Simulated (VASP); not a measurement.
# Li (Fm-3m) in VASP: notebook

The runs below take Li through single point, with r2SCAN.

Program: VASP 6.6.1. These are calculated values, not measurements. Logs are shortened: lines on timing, memory, paths and dates and some standing lists are left out, and cuts for length are marked.

## 1. The cell of the first run

It takes space group Fm-3m (No. 225, cubic). The conventional cell has a = 4.374 Å, b = 4.374 Å, c = 4.374 Å, α = 90.00°, β = 90.00°, γ = 90.00°. Within 4.1 Å of Li (site symmetry m-3m) lie 12 Li at 3.09 Å.

This isn't the form of Li at room conditions, which is bcc.

## 2. Single point, r2SCAN

POSCAR reads:

```
Li
1.0
    0.0000000000      2.1871720200      2.1871720200
    2.1871720200      0.0000000000      2.1871720200
    2.1871720200      2.1871720200      0.0000000000
Li
1
Direct
    0.0000000000      0.0000000000      0.0000000000
```

INCAR.step1 reads:

```
SYSTEM = Li
  ALGO = Normal
  EDIFF = 1E-5
  ENCUT = 830
  GGA = PE
  GGA_COMPAT = .False.
  ISMEAR = 0
  LASPH = .True.
  LCHARG = .False.
  LREAL = .False.
  LWAVE = .True.
  NBANDS = 8
  NELM = 120
  PREC = Accurate
  SIGMA = 0.1
```

INCAR.step2 reads:

```
SYSTEM = Li
  ALGO = Normal
  EDIFF = 1E-6
  ENCUT = 830
  GGA_COMPAT = .False.
  ISIF = 2
  ISMEAR = 0
  ISTART = 1
  LASPH = .True.
  LCHARG = .False.
  LMIXTAU = .True.
  LREAL = .False.
  LWAVE = .False.
  METAGGA = R2SCAN
  NBANDS = 8
  NELM = 120
  PREC = Accurate
  SIGMA = 0.1
```

KPOINTS reads:

```
k-points
0
Gamma
  7 7 7
  0 0 0
```

Potentials or basis: VASP PAW PBE potentials, release 64 (Li_sv).

Command:

```sh
> cat potpaw_PBE.64/Li_sv/POTCAR > POTCAR
> cp INCAR.step1 INCAR
> mpirun -np 1 vasp_std > vasp.out
> cp INCAR.step2 INCAR
> mpirun -np 1 vasp_std > vasp.out
```

OUTCAR:

```text
SYSTEM = Li
   EDIFF = 1E-6
   ENCUT = 830
   ISIF = 2
   ISMEAR = 0
   ISTART = 1
   LASPH = .True.
   LREAL = .False.
   METAGGA = R2SCAN
   NELM = 120
   PREC = Accurate

 ion  position               nearest neighbor table
   1  0.000  0.000  0.000-

  LATTYP: Found a face centered cubic cell.
 ALAT       =     4.3743440400

  Lattice vectors:

 A1 = (   0.0000000000,   2.1871720200,   2.1871720200)
 A2 = (   2.1871720200,   0.0000000000,   2.1871720200)
 A3 = (   2.1871720200,   2.1871720200,   0.0000000000)

Analysis of symmetry for initial positions (statically):
=====================================================================
 Subroutine PRICEL returns:
 Original cell was already a primitive cell.

 Routine SETGRP: Setting up the symmetry group for a
 face centered cubic supercell.

 Subroutine GETGRP returns: Found 48 space group operations
 (whereof 48 operations were pure point group operations)
 out of a pool of 48 trial point group operations.

The static configuration has the point symmetry O_h .

Analysis of symmetry for dynamics (positions and initial velocities):
=====================================================================
 Subroutine PRICEL returns:
 Original cell was already a primitive cell.

 Routine SETGRP: Setting up the symmetry group for a
 face centered cubic supercell.

 Subroutine GETGRP returns: Found 48 space group operations
 (whereof 48 operations were pure point group operations)
 out of a pool of 48 trial point group operations.

The dynamic configuration has the point symmetry O_h .

 Subroutine INISYM returns: Found 48 space group operations
 (whereof 48 operations are pure point group operations),
 and found     1 'primitive' translations

----------------------------------------------------------------------------------------

                                     Primitive cell

  volume of cell :      20.9256

  direct lattice vectors                    reciprocal lattice vectors
     0.000000000  2.187172020  2.187172020    -0.228605704  0.228605704  0.228605704
     2.187172020  0.000000000  2.187172020     0.228605704 -0.228605704  0.228605704
     2.187172020  2.187172020  0.000000000     0.228605704  0.228605704 -0.228605704

  length of vectors
     3.093128334  3.093128334  3.093128334     0.395956695  0.395956695  0.395956695

  position of ions in fractional coordinates (direct lattice)
     0.000000000  0.000000000  0.000000000

  ion indices of the primitive-cell ions
   primitive index   ion index
                 1           1

----------------------------------------------------------------------------------------

 KPOINTS: k-points

Automatic generation of k-mesh.
 Grid dimensions read from file:
 generate k-points for:    7    7    7

 Generating k-lattice:

  Cartesian coordinates                     Fractional coordinates (reciprocal lattice)
    -0.032657958  0.032657958  0.032657958     0.142857143  0.000000000  0.000000000
     0.032657958 -0.032657958  0.032657958     0.000000000  0.142857143  0.000000000
     0.032657958  0.032657958 -0.032657958     0.000000000  0.000000000  0.142857143

  Length of vectors
     0.056565242  0.056565242  0.056565242

  Shift w.r.t. Gamma in fractional coordinates (k-lattice)
     0.000000000  0.000000000  0.000000000

 Subroutine IBZKPT returns following result:
 ===========================================

 Found     20 irreducible k-points:

 Following reciprocal coordinates:
            Coordinates               Weight
  0.000000  0.000000  0.000000      1.000000
  0.142857  0.000000  0.000000      8.000000
  0.285714  0.000000  0.000000      8.000000
  0.428571  0.000000  0.000000      8.000000
  0.142857  0.142857  0.000000      6.000000
  0.285714  0.142857  0.000000     24.000000
[... 12 lines left out ...]
 -0.428571  0.428571  0.142857     24.000000
 -0.285714  0.428571  0.142857     24.000000
   k-points           NKPTS =     20   k-points in BZ     NKDIM =     20   number of bands    NBANDS=      8
   number of dos      NEDOS =    301   number of ions     NIONS =      1
   total plane-waves  NPLWV =  27000
   dimension x,y,z NGX =    30 NGY =   30 NGZ =   30
   dimension x,y,z NGXF=    60 NGYF=   60 NGZF=   60
   ions per type =               1
   NGX,Y,Z   is equivalent  to a cutoff of  16.12, 16.12, 16.12 a.u.
   NGXF,Y,Z  is equivalent  to a cutoff of  32.25, 32.25, 32.25 a.u.
 SYSTEM =  Li
   PREC   = accura    normal or accurate (medium, high low for compatibility)
   ISTART =      1    job   : 0-new  1-cont  2-samecut
   ICHARG =      0    charge: 1-file 2-atom 10-const
   ISPIN  =      1    spin polarized calculation?
   LNONCOLLINEAR =      F non collinear calculations
   LSORBIT =      F    spin-orbit coupling
   LASPH  =      T    aspherical Exc in radial PAW
   ENCUT  =  830.0 eV  61.00 Ry    7.81 a.u.   7.27  7.27  7.27*2*pi/ulx,y,z
   NELM   =    120;   NELMIN=  2; NELMDL=  0     # of ELM steps
   EDIFF  = 0.1E-05   stopping-criterion for ELM
   LREAL  =      F    real-space projection
   EDIFFG = 0.1E-04   stopping-criterion for IOM
   NSW    =      0    number of steps for IOM
   IBRION =     -1    ionic relax: 0-MD 1-quasi-New 2-CG
   NFREE  =      0    steps in history (QN), initial steepest desc. (CG)
   ISIF   =      2    stress and relaxation
   ISYM   =      2    0-nonsym 1-usesym 2-fastsym
   POTIM  = 0.5000    time-step for ionic-motion
   TEBEG  =    0.0;   TEEND  =   0.0 temperature during run
   PSTRESS=    0.0 pullay stress
   NELECT =       3.0000    total number of electrons
   NUPDOWN=      -1.0000    fix difference up-down
   EMIN   =  10.00;   EMAX   =-10.00  energy-range for DOS
   EFERMI =   0.00;   METHOD = LEGACY
   ISMEAR =     0;   SIGMA  =   0.10  broadening in eV -4-tet -1-fermi 0-gaus
   EFERMI_NEDOS =   21; number of points for ismear=-14 and -15
   IALGO  =     38    algorithm
   IMIX   =      4    mixing-type and parameters
     AMIX     =   0.40;   BMIX     =  1.00
     AMIX_MAG =   1.60;   BMIX_MAG =  1.00
  volume/ion in A,a.u.               =      20.93       141.21
  Fermi-wavevector in a.u.,A,eV,Ry     =   0.856819  1.619153  9.988560  0.734138
  Thomas-Fermi vector in A             =   1.973778
   LORBIT       =      0    0 simple, 1 ext, 2 COOP (PROOUT), +10 PAW based schemes
   METAGGA = R2SCAN    functional components
   LHFCALC =     F    Hartree Fock is set to
   AEXX    =    0.0000 exact exchange contribution
   IVDW    =     0    specifies the selected vdW correction
   LEPSILON=     F    determine dielectric tensor
   LRPA    =     F    only Hartree local field effects (RPA)
 non-spin polarized calculation
 Gauss-broadening in eV      SIGMA  =   0.10
  energy-cutoff  :      830.00
  volume of cell :       20.93
 maximum number of plane-waves:      1154
 NGX is ok and might be reduce to    30
   NGX = 15   NGY = 15   NGZ = 15

 number of electron       2.9999999 magnetization

 Free energy of the ion-electron system (eV)
  ---------------------------------------------------
  ext. energy  EPLUGINS =         0.00000000
  ---------------------------------------------------
  free energy    TOTEN  =        -2.40281344 eV

  energy without entropy =       -2.40083359  energy(sigma->0) =       -2.40182352

 E-fermi :   0.8155     XC(G=0):  -7.3639

 val. band max:        0.2691860739   @ k =   0.4286   0.2857   0.0000
 cond. band min:       0.9172200679   @ k =  -0.2857   0.2857   0.0000
 fundamental gap:      0.6480339940
 Fermi energy:         0.8155173163

 k-point     1 :       0.0000    0.0000    0.0000
  band No.  band energies     occupation
      1     -47.5570      2.00000
      2      -3.2974      2.00000
      3      16.1637      0.00000
      4      16.1637      0.00000
      5      16.1637      0.00000
      6      19.5334      0.00000
      7      19.5334      0.00000
      8      19.5334      0.00000

 k-point     2 :       0.1429    0.0000    0.0000
  band No.  band energies     occupation
      1     -47.5538      2.00000
      2      -2.9034      2.00000
      3      12.5783      0.00000
      4      15.3833      0.00000
      5      15.3833      0.00000
      6      19.0758      0.00000
      7      20.8220      0.00000
      8      20.8220      0.00000

 k-point     3 :       0.2857    0.0000    0.0000
  band No.  band energies     occupation
      1     -47.5467      2.00000
      2      -1.7313      2.00000
      3       7.9169      0.00000
      4      14.5623      0.00000
      5      14.5623      0.00000
      6      19.4013      0.00000
      7      19.6113      0.00000
      8      19.6113      0.00000

 k-point     4 :       0.4286    0.0000    0.0000
  band No.  band energies     occupation
      1     -47.5409      2.00000
      2       0.0274      2.00000
      3       4.3295      0.00000
      4      14.2803      0.00000
      5      14.2803      0.00000
      6      18.0449      0.00000
      7      18.0449      0.00000
      8      18.7751      0.00000

 k-point     5 :       0.1429    0.1429    0.0000
  band No.  band energies     occupation
      1     -47.5528      2.00000
      2      -2.7702      2.00000
      3      13.6236      0.00000
      4      13.6236      0.00000
      5      15.8981      0.00000
      6      16.0712      0.00000
      7      18.8787      0.00000
      8      23.0351      0.00000

 k-point     6 :       0.2857    0.1429    0.0000
  band No.  band energies     occupation
      1     -47.5470      2.00000
      2      -1.8470      2.00000
      3       9.6003      0.00000
      4      12.5244      0.00000
      5      14.8959      0.00000
      6      15.8253      0.00000
      7      18.2731      0.00000
      8      23.4220      0.00000

 k-point     7 :       0.4286    0.1429    0.0000
  band No.  band energies     occupation
      1     -47.5408      2.00000
      2      -0.1938      2.00000
      3       5.5674      0.00000
      4      12.3268      0.00000
      5      12.8357      0.00000
      6      15.6790      0.00000
      7      21.3089      0.00000
      8      21.3090      0.00000
[... 89 lines left out ...]
 k-point    16 :      -0.4286    0.4286    0.0000
  band No.  band energies     occupation
      1     -47.5347      2.00000
      2       2.5455      0.00000
      3       5.1373      0.00000
      4       7.6461      0.00000
      5       9.9628      0.00000
      6      13.9831      0.00000
      7      17.6695      0.00000
      8      29.2726      0.00000

 k-point    17 :       0.4286    0.2857    0.1429
  band No.  band energies     occupation
      1     -47.5417      2.00000
      2      -0.6526      2.00000
      3       7.9338      0.00000
      4       9.8637      0.00000
      5      12.5765      0.00000
      6      17.5573      0.00000
      7      17.6275      0.00000
      8      22.8534      0.00000

 k-point    18 :      -0.4286    0.2857    0.1429
  band No.  band energies     occupation
      1     -47.5374      2.00000
      2       1.2361      0.00000
      3       4.8304      0.00000
      4       9.0592      0.00000
      5      11.2097      0.00000
      6      17.1379      0.00000
      7      20.4097      0.00000
      8      22.9701      0.00000

 k-point    19 :      -0.4286    0.4286    0.1429
  band No.  band energies     occupation
      1     -47.5356      2.00000
      2       1.9204      0.00000
      3       6.4688      0.00000
      4       6.5892      0.00000
      5       9.9527      0.00000
      6      16.3149      0.00000
      7      17.8394      0.00000
      8      25.5378      0.00000

 k-point    20 :      -0.2857    0.4286    0.1429
  band No.  band energies     occupation
      1     -47.5351      2.00000
      2       3.4854      0.00000
      3       3.9019      0.00000
      4       6.5711      0.00000
      5      10.1332      0.00000
      6      17.4592      0.00000
      7      20.9404      0.00000
      8      22.9751      0.00000

------------------------ aborting loop because EDIFF is reached ----------------------------------------

  FORCE on cell =-STRESS in cart. coord.  units (eV):
  Direction    XX          YY          ZZ          XY          YZ          ZX
  --------------------------------------------------------------------------------------
  -------------------------------------------------------------------------------------
  Total       -0.0233684     -0.0233684     -0.0233684      0.0000000      0.0000000      0.0000000
  in kB       -1.7892098     -1.7892098     -1.7892098      0.0000000      0.0000000      0.0000000
  external PRESSURE =      -1.7892098 kB  Pullay stress =       0.0000000 kB

 VOLUME and BASIS-vectors are now :
 -----------------------------------------------------------------------------
  energy-cutoff  :      830.00
  volume of cell :       20.93
      direct lattice vectors                 reciprocal lattice vectors
     0.000000000  2.187172020  2.187172020    -0.228605704  0.228605704  0.228605704
     2.187172020  0.000000000  2.187172020     0.228605704 -0.228605704  0.228605704
     2.187172020  2.187172020  0.000000000     0.228605704  0.228605704 -0.228605704

 POSITION                                       TOTAL-FORCE (eV/Angst)
 -----------------------------------------------------------------------------------
      0.00000      0.00000      0.00000         0.000000      0.000000      0.000000
 -----------------------------------------------------------------------------------
    total drift:                               -0.000000     -0.000000      0.000000

  FREE ENERGIE OF THE ION-ELECTRON SYSTEM (eV)
  ---------------------------------------------------
  free  energy   TOTEN  =        -2.4028134429 eV

  energy  without entropy=       -2.4008335872  energy(sigma->0) =       -2.40182352
```

Wall time 62 s (1 thread of Intel Xeon 8259CL, shared host); peak memory 0.16 GiB.

What came out:

```
Free energy            : -2.4028 eV
Pressure               : -0.2 GPa
Band gap on the k mesh : zero (an odd number of electrons rules out a gap without spin polarisation)
```

Levels at points of the mesh, in eV from the Fermi level:
```
           k point  band 1  band 2  band 3  band 4  band 5  band 6  band 7
(0.00, 0.00, 0.00)  -48.37   -4.11   15.35   15.35   15.35   18.72   18.72
```

Caveat: the PAW data sets were made with another functional, which shifts forces and pressure a little.

## 3. Single point, r2SCAN

This run uses another cell than the first one, of 20.61 Å³/atom.

POSCAR reads:

```
Li
1.0
    0.0000000000      2.1761810204      2.1761810204
    2.1761810204      0.0000000000      2.1761810204
    2.1761810204      2.1761810204      0.0000000000
Li
1
Direct
    0.0000000000      0.0000000000      0.0000000000
```

INCAR.step1 reads:

```
SYSTEM = Li
PREC = Accurate ; ENCUT = 830
ISMEAR = 0 ; SIGMA = 0.1
LREAL = .False. ; LASPH = .True.
NELM = 120 ; NBANDS = 8
GGA = PE ; ALGO = Normal
EDIFF = 1E-5 ; LWAVE = .True.
LCHARG = .False. ; GGA_COMPAT = .False.
```

INCAR.step2 reads:

```
SYSTEM = Li
PREC = Accurate ; ENCUT = 830
EDIFF = 1E-6 ; ISMEAR = 0
SIGMA = 0.1 ; LREAL = .False.
LASPH = .True. ; NELM = 120
ALGO = Normal ; ISIF = 2
LWAVE = .False. ; LCHARG = .True.
METAGGA = R2SCAN ; LMIXTAU = .True.
LELF = .True. ; LVHAR = .True.
NBANDS = 8 ; ISTART = 1
GGA_COMPAT = .False.
```

KPOINTS reads:

```
Automatic mesh
0
Gamma
  7 7 7
  0 0 0
```

Potentials or basis: VASP PAW PBE potentials, release 64 (Li_sv).

Command:

```sh
> cat potpaw_PBE.64/Li_sv/POTCAR > POTCAR
> cp INCAR.step1 INCAR
> mpirun -np 1 vasp_std > vasp.out
> cp INCAR.step2 INCAR
> mpirun -np 1 vasp_std > vasp.out
```

Wall time 50 s (1 thread of Intel Xeon 8259CL, shared host); peak memory 0.16 GiB.

The run converged. Its results:

| Item | Value |
| --- | --- |
| Free energy | -2.4027 eV |
| Pressure | -0.2 GPa |
| Band gap on the k mesh | zero (an odd number of electrons rules out a gap without spin polarisation) |

Levels at points of the mesh, in eV from the Fermi level:
```
           k point  band 1  band 2  band 3  band 4  band 5  band 6
(0.00, 0.00, 0.00)  -48.35   -4.14   15.51   15.51   15.51   18.90
```

Caveat: the PAW data sets were made with another functional, which shifts forces and pressure a little.

## 4. Single point, r2SCAN

This run uses another cell than the first one, of 21.24 Å³/atom.

POSCAR reads:

```
Li
1.0
    0.0000000000      2.1980536520      2.1980536520
    2.1980536520      0.0000000000      2.1980536520
    2.1980536520      2.1980536520      0.0000000000
Li
1
Direct
    0.0000000000      0.0000000000      0.0000000000
```

INCAR.step1 reads:

```
SYSTEM = Li
ALGO = Normal
EDIFF = 1E-5
ENCUT = 830
GGA = PE
GGA_COMPAT = .False.
ISMEAR = 0
LASPH = .True.
LCHARG = .False.
LREAL = .False.
LWAVE = .True.
NBANDS = 8
NELM = 120
PREC = Accurate
SIGMA = 0.1
```

INCAR.step2 reads:

```
SYSTEM = Li
ALGO = Normal
EDIFF = 1E-6
ENCUT = 830
GGA_COMPAT = .False.
ISIF = 2
ISMEAR = 0
ISTART = 1
LASPH = .True.
LCHARG = .True.
LELF = .True.
LMIXTAU = .True.
LREAL = .False.
LVHAR = .True.
LWAVE = .False.
METAGGA = R2SCAN
NBANDS = 8
NELM = 120
PREC = Accurate
SIGMA = 0.1
```

KPOINTS reads:

```
k-points
0
Gamma
  7 7 7
  0 0 0
```

Command:

```sh
> cat potpaw_PBE.64/Li_sv/POTCAR > POTCAR
> cp INCAR.step1 INCAR
> mpirun -np 1 vasp_std > vasp.out
> cp INCAR.step2 INCAR
> mpirun -np 1 vasp_std > vasp.out
```

It took 64 s on 1 thread of Intel Xeon 8259CL, shared host; peak memory 0.16 GiB.

Results (log left out):

- Free energy: -2.4029 eV
- Pressure: -0.3 GPa
- Band gap on the k mesh: zero (an odd number of electrons rules out a gap without spin polarisation)

Levels at points of the mesh, in eV from the Fermi level:
```tsv
k point	band 1	band 2	band 3	band 4	band 5	band 6
(0.00, 0.00, 0.00)	-48.42	-4.08	15.20	15.20	15.20	18.54
```

Caveat: the PAW data sets were made with another functional, which shifts forces and pressure a little.

## 5. The runs side by side

| cell | gap on the mesh (eV) | pressure (GPa) |
| --- | --- | --- |
| a = 3.093 Å, angles 60.0°, 1 atom | none | -0.2 |
| a = 3.078 Å, angles 60.0°, 1 atom | none | -0.2 |
| a = 3.109 Å, angles 60.0°, 1 atom | none | -0.3 |

Alike in all rows: task single point; level r2SCAN; potentials or basis VASP PAW PBE potentials, release 64 (Li_sv); no spin polarisation; k mesh 7 × 7 × 7; cutoff (eV) 830; smearing gaussian 0.1 eV.

Caveats: the PAW data sets were made with another functional, which shifts forces and pressure a little.

Total energies depend on the potentials used, so only differences within one code and one set of settings carry meaning.

The gap in the log of VASP goes by the Fermi energy; the results here count the filled bands.